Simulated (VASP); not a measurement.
# SiC (P6_3mc) in VASP: further runs, part 3 of 3

VASP 6.6.1. Earlier steps stand in the parts before.

## Step 4: Single point, PBE (volume scaled by 1.03, then relaxed in part)

Contents of INCAR:

```
PREC     = Accurate       # precision mode
ENCUT    = 520            # plane-wave cutoff, eV
EDIFF    = 1E-7           # SCF threshold, eV
ISMEAR   = 0              # smearing method
SIGMA    = 0.02           # smearing width, eV
LREAL    = False          # projectors in reciprocal space
LASPH    = True           # aspherical terms in the spheres
NELM     = 80             # most SCF steps
ALGO     = Normal         # electronic algorithm
ISIF     = 2              # what is computed and relaxed
LWAVE    = False          # write WAVECAR
LCHARG   = False          # write CHGCAR
GGA      = PE             # functional
NBANDS   = 16             # bands
```

Contents of KPOINTS:

```
Automatic mesh
0
Gamma
  12 12 6
```

Contents of POSCAR:

```
SiC
1.0
    3.1224690718      0.0000000000      0.0000000000
   -1.5612345359      2.7041375387      0.0000000000
    0.0000000000      0.0000000000      5.1245542794
Si C
2 2
Direct
    0.6666666667      0.3333333333      0.5045786478
    0.3333333333      0.6666666667      0.0045786478
    0.6666666667      0.3333333333      0.8804213422
    0.3333333333      0.6666666667      0.3804213422
```

Potentials or basis: VASP PAW PBE potentials, release 64 (Si, C).

Command:

```bash
$ cat potpaw_PBE.64/Si/POTCAR potpaw_PBE.64/C/POTCAR > POTCAR
$ mpirun -np 1 vasp_std > vasp.out
```

OUTCAR:

```text
PREC = Accurate
   ENCUT = 520
   EDIFF = 1E-7
   ISMEAR = 0
   LREAL = False
   LASPH = True
   NELM = 80
   ISIF = 2
   GGA = PE

 ion  position               nearest neighbor table
   1  0.667  0.333  0.505-   4 1.91   4 1.91   4 1.91   3 1.93   2 3.13   2 3.13   2 3.13   2 3.13
                             2 3.13   2 3.13
   2  0.333  0.667  0.005-   3 1.91   3 1.91   3 1.91   4 1.93   1 3.13   1 3.13   1 3.13   1 3.13
                             1 3.13   1 3.13
   3  0.667  0.333  0.880-   2 1.91   2 1.91   2 1.91   1 1.93
   4  0.333  0.667  0.380-   1 1.91   1 1.91   1 1.91   2 1.93

  LATTYP: Found a hexagonal cell.
 ALAT       =     3.1224690718
 C/A-ratio  =     1.6411865615

  Lattice vectors:

 A1 = (   3.1224690718,   0.0000000000,   0.0000000000)
 A2 = (  -1.5612345359,   2.7041375387,   0.0000000000)
 A3 = (   0.0000000000,   0.0000000000,   5.1245542794)

Analysis of symmetry for initial positions (statically):
=====================================================================
 Subroutine PRICEL returns:
 Original cell was already a primitive cell.

 Routine SETGRP: Setting up the symmetry group for a
 hexagonal supercell.

 Subroutine GETGRP returns: Found 12 space group operations
 (whereof  6 operations were pure point group operations)
 out of a pool of 24 trial point group operations.

The static configuration has the point symmetry C_3v.
 The point group associated with its full space group is C_6v.

Analysis of symmetry for dynamics (positions and initial velocities):
=====================================================================
 Subroutine PRICEL returns:
 Original cell was already a primitive cell.

 Routine SETGRP: Setting up the symmetry group for a
 hexagonal supercell.

 Subroutine GETGRP returns: Found 12 space group operations
 (whereof  6 operations were pure point group operations)
 out of a pool of 24 trial point group operations.

The dynamic configuration has the point symmetry C_3v.
 The point group associated with its full space group is C_6v.

 Subroutine INISYM returns: Found 12 space group operations
 (whereof  6 operations are pure point group operations),
 and found     1 'primitive' translations

----------------------------------------------------------------------------------------

                                     Primitive cell

  volume of cell :      43.2696

  direct lattice vectors                    reciprocal lattice vectors
     3.122469072  0.000000000  0.000000000     0.320259377  0.184901838  0.000000000
    -1.561234536  2.704137539  0.000000000     0.000000000  0.369803675  0.000000000
     0.000000000  0.000000000  5.124554279     0.000000000  0.000000000  0.195138922

  length of vectors
     3.122469072  3.122469072  5.124554279     0.369803675  0.369803675  0.195138922

  position of ions in fractional coordinates (direct lattice)
     0.666666667  0.333333333  0.504578648
     0.333333333  0.666666667  0.004578648
     0.666666667  0.333333333  0.880421342
     0.333333333  0.666666667  0.380421342

  ion indices of the primitive-cell ions
   primitive index   ion index
                 1           1
                 2           2
                 3           3
                 4           4

----------------------------------------------------------------------------------------

 KPOINTS: Automatic mesh

Automatic generation of k-mesh.
 Grid dimensions read from file:
 generate k-points for:   12   12    6

 Generating k-lattice:

  Cartesian coordinates                     Fractional coordinates (reciprocal lattice)
     0.026688281  0.015408486  0.000000000     0.083333333  0.000000000  0.000000000
     0.000000000  0.030816973  0.000000000     0.000000000  0.083333333  0.000000000
     0.000000000  0.000000000  0.032523154     0.000000000  0.000000000  0.166666667

  Length of vectors
     0.030816973  0.030816973  0.032523154

  Shift w.r.t. Gamma in fractional coordinates (k-lattice)
     0.000000000  0.000000000  0.000000000

 Subroutine IBZKPT returns following result:
 ===========================================

 Found     76 irreducible k-points:

 Following reciprocal coordinates:
            Coordinates               Weight
  0.000000  0.000000  0.000000      1.000000
  0.083333  0.000000  0.000000      6.000000
  0.166667  0.000000  0.000000      6.000000
  0.250000  0.000000  0.000000      6.000000
  0.333333  0.000000  0.000000      6.000000
  0.416667 -0.000000  0.000000      6.000000
[... 16 lines left out ...]
  0.250000  0.000000  0.166667     12.000000
  0.333333  0.000000  0.166667     12.000000
 [... further k-points ...]
   k-points           NKPTS =     76   k-points in BZ     NKDIM =     76   number of bands    NBANDS=     16
   number of dos      NEDOS =    301   number of ions     NIONS =      4
   total plane-waves  NPLWV =  23040
   dimension x,y,z NGX =    24 NGY =   24 NGZ =   40
   dimension x,y,z NGXF=    48 NGYF=   48 NGZF=   80
   ions per type =               2   2
   NGX,Y,Z   is equivalent  to a cutoff of  12.78, 12.78, 12.98 a.u.
   NGXF,Y,Z  is equivalent  to a cutoff of  25.56, 25.56, 25.95 a.u.
 SYSTEM =  unknown system
   PREC   = accura    normal or accurate (medium, high low for compatibility)
   ISTART =      0    job   : 0-new  1-cont  2-samecut
   ICHARG =      2    charge: 1-file 2-atom 10-const
   ISPIN  =      1    spin polarized calculation?
   LNONCOLLINEAR =      F non collinear calculations
   LSORBIT =      F    spin-orbit coupling
   LASPH  =      T    aspherical Exc in radial PAW
   ENCUT  =  520.0 eV  38.22 Ry    6.18 a.u.   5.81  5.81  9.53*2*pi/ulx,y,z
   NELM   =     80;   NELMIN=  2; NELMDL= -5     # of ELM steps
   EDIFF  = 0.1E-06   stopping-criterion for ELM
   LREAL  =      F    real-space projection
   EDIFFG = 0.1E-05   stopping-criterion for IOM
   NSW    =      0    number of steps for IOM
   IBRION =     -1    ionic relax: 0-MD 1-quasi-New 2-CG
   NFREE  =      0    steps in history (QN), initial steepest desc. (CG)
   ISIF   =      2    stress and relaxation
   ISYM   =      2    0-nonsym 1-usesym 2-fastsym
   POTIM  = 0.5000    time-step for ionic-motion
   TEBEG  =    0.0;   TEEND  =   0.0 temperature during run
   PSTRESS=    0.0 pullay stress
   NELECT =      16.0000    total number of electrons
   NUPDOWN=      -1.0000    fix difference up-down
   EMIN   =  10.00;   EMAX   =-10.00  energy-range for DOS
   EFERMI =   0.00;   METHOD = LEGACY
   ISMEAR =     0;   SIGMA  =   0.02  broadening in eV -4-tet -1-fermi 0-gaus
   EFERMI_NEDOS =   21; number of points for ismear=-14 and -15
   IALGO  =     38    algorithm
   IMIX   =      4    mixing-type and parameters
     AMIX     =   0.40;   BMIX     =  1.00
     AMIX_MAG =   1.60;   BMIX_MAG =  1.00
  volume/ion in A,a.u.               =      10.82        73.00
  Fermi-wavevector in a.u.,A,eV,Ry     =   1.175043  2.220510 18.785924  1.380726
  Thomas-Fermi vector in A             =   2.311430
   LORBIT       =      0    0 simple, 1 ext, 2 COOP (PROOUT), +10 PAW based schemes
   GGA     = PE    functional components
   LHFCALC =     F    Hartree Fock is set to
   AEXX    =    0.0000 exact exchange contribution
   IVDW    =     0    specifies the selected vdW correction
   LEPSILON=     F    determine dielectric tensor
   LRPA    =     F    only Hartree local field effects (RPA)
 non-spin polarized calculation
 Gauss-broadening in eV      SIGMA  =   0.02
  energy-cutoff  :      520.00
  volume of cell :       43.27
 maximum number of plane-waves:      1184
 NGX is ok and might be reduce to    24
   NGX = 11   NGY = 11   NGZ = 19

 number of electron      16.0000002 magnetization

 Free energy of the ion-electron system (eV)
  ---------------------------------------------------
  ext. energy  EPLUGINS =         0.00000000
  ---------------------------------------------------
  free energy    TOTEN  =       -30.08639557 eV

  energy without entropy =      -30.08639557  energy(sigma->0) =      -30.08639557

 E-fermi :   7.8656     XC(G=0): -11.1547

 val. band max:        7.7555809877   @ k =   0.0000   0.0000   0.0000
 cond. band min:      10.1102090570   @ k =   0.3333   0.3333   0.0000
 fundamental gap:      2.3546280693
 Fermi energy:         7.8656425205

 k-point     1 :       0.0000    0.0000    0.0000
  band No.  band energies     occupation
      1      -7.4576      2.00000
      2      -4.0561      2.00000
      3      -0.6871      2.00000
      4       6.4612      2.00000
      5       6.4612      2.00000
      6       7.6472      2.00000
[... 433 lines left out ...]
      3       0.5541      2.00000
      4       2.3006      2.00000
      5       3.0449      2.00000
      6       4.9850      2.00000
[... 8 lines left out ...]
     15      18.6307      0.00000
     16      19.4588      0.00000

 [... further k-points ...]
[... 5 lines left out ...]
  --------------------------------------------------------------------------------------
  -------------------------------------------------------------------------------------
  Total       -1.6258728     -1.6258728     -1.5893102      0.0000000      0.0000000      0.0000000
  in kB      -60.2024444    -60.2024444    -58.8486150      0.0000000      0.0000000      0.0000000
  external PRESSURE =     -59.7511679 kB  Pullay stress =       0.0000000 kB

 VOLUME and BASIS-vectors are now :
 -----------------------------------------------------------------------------
  energy-cutoff  :      520.00
  volume of cell :       43.27
      direct lattice vectors                 reciprocal lattice vectors
     3.122469072  0.000000000  0.000000000     0.320259377  0.184901838  0.000000000
    -1.561234536  2.704137539  0.000000000     0.000000000  0.369803675  0.000000000
     0.000000000  0.000000000  5.124554279     0.000000000  0.000000000  0.195138922

 POSITION                                       TOTAL-FORCE (eV/Angst)
 -----------------------------------------------------------------------------------
      1.56123      0.90138      2.58574        -0.000000      0.000000     -0.004460
     -0.00000      1.80276      0.02346         0.000000     -0.000000     -0.004460
      1.56123      0.90138      4.51177         0.000000     -0.000000      0.004460
     -0.00000      1.80276      1.94949         0.000000      0.000000      0.004460
 -----------------------------------------------------------------------------------
    total drift:                               -0.000000      0.000000     -0.000142

  FREE ENERGIE OF THE ION-ELECTRON SYSTEM (eV)
  ---------------------------------------------------
  free  energy   TOTEN  =       -30.0863955711 eV

  energy  without entropy=      -30.0863955711  energy(sigma->0) =      -30.08639557
```

Wall time 24 s (1 thread of Intel Xeon Platinum 8488C (Sapphire Rapids), shared host); peak memory 0.18 GiB.

What came out:

```
Free energy            : -30.0864 eV
Pressure               : -6.0 GPa
Largest force          : 0.004 eV/Å
Band gap on the k mesh : 2.35 eV, indirect (least direct gap 3.88 eV)
```

Forces on the atoms (eV/Å):
```
Si   0.000  0.000 -0.004
Si   0.000  0.000 -0.004
C    0.000  0.000  0.004
C    0.000  0.000  0.004
```

Stress tensor (GPa, compression positive):
```
-6.02  0.00  0.00
 0.00 -6.02  0.00
 0.00  0.00 -5.88
```

Levels at points of the mesh, in eV from the valence-band top:
| k point | band 6 | band 7 | band 8 | band 9 | band 10 | band 11 |
| --- | --- | --- | --- | --- | --- | --- |
| (0.00, 0.00, 0.00) | -0.11 | 0.00 | 0.00 | 4.43 | 5.73 | 6.40 |
| (0.50, 0.00, 0.00) | -3.23 | -3.16 | -1.18 | 2.70 | 4.18 | 6.53 |
| (0.00, 0.00, 0.50) | -0.70 | -0.70 | -0.70 | 5.51 | 5.51 | 7.11 |
| (0.50, 0.00, 0.50) | -2.38 | -2.28 | -2.28 | 3.19 | 3.19 | 5.07 |

 A k mesh can miss the band edges.

## Step 5: Overview

| level | cell | gap on the mesh (eV) | pressure (GPa) |
| --- | --- | --- | --- |
| PBE | a = 3.092, b = 3.092, c = 5.074 Å, angles 90.0, 90.0, 120.0°, 4 atoms | 2.30 | 0.0 |
| PBEsol | a = 3.092, b = 3.092, c = 5.074 Å, angles 90.0, 90.0, 120.0°, 4 atoms | 2.14 | -3.0 |
| PBE | a = 3.122, b = 3.122, c = 5.125 Å, angles 90.0, 90.0, 120.0°, 4 atoms | 2.35 | -6.0 |

Alike in all rows: task single point; potentials or basis VASP PAW PBE potentials, release 64 (Si, C); no spin polarisation; k mesh 12 × 12 × 6; cutoff (eV) 520; smearing gaussian 0.02 eV.

Caveats: the PAW data sets were made with another functional, which shifts forces and pressure a little (some runs).

Total energies depend on the potentials used, so only differences within one code and one set of settings carry meaning.
